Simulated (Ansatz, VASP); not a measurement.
# RuBrCl4: VASP beside Ansatz

```xyz
6
Lattice="4.1231 0.0000 0.0000 0.0000 4.1231 0.0000 0.0000 0.0000 9.5163" Properties=species:S:1:pos:R:3 pbc="T T T"
Ru    0.0000    0.0000    0.0000
Br    2.0616    2.0616    4.7581
Cl    2.0616    0.0000    8.0973
Cl    0.0000    2.0616    1.4190
Cl    2.0616    0.0000    1.4190
Cl    0.0000    2.0616    8.0973
```

Change from the starting cell: species swapped into the CePrO4 type (P4/mmm, No. 123).

Alike in both runs: functional PBE; k mesh 4 × 4 × 4; occupations gaussian, width 0.1 eV; collinear spin.

Ansatz relaxed the structure, and its values are those at the end. VASP's run is a single point on that final structure, the one shown.

```csv
,VASP,Ansatz
version,VASP 6.6.1,Ansatz 0.2.0
potentials or method,"VASP PAW PBE potentials, release 64 (Ru_pv, Br, Cl), cutoff 520 eV","scalar-relativistic, plane waves, PAW"
valence electrons in the cell,49,51
```

|  | VASP | Ansatz | Ansatz less VASP |
| --- | --- | --- | --- |
| gap on the k mesh at the Fermi level (eV) | none | none | - |
| pressure (GPa) | 0.0 | 0.1 | +0.02 |
| rms of the force components (eV/Å) | 0.012 | 0.006 | -0.0051 |
| net moment per atom (μB) | 0.07 | 0.14 | +0.065 |
| size of the moment on the site where the two differ most (μB) | 0.45 | 0.78 | +0.329 |

Site moments also hang on the region over which each program counts them. A gap of «none» marks a metal or a gap that the smearing closes. VASP's potentials hold 49 valence electrons a cell and Ansatz's 51, so a difference there can come from the potentials and not from the codes.

The k mesh is coarse, so the values compare programs but aren't converged.
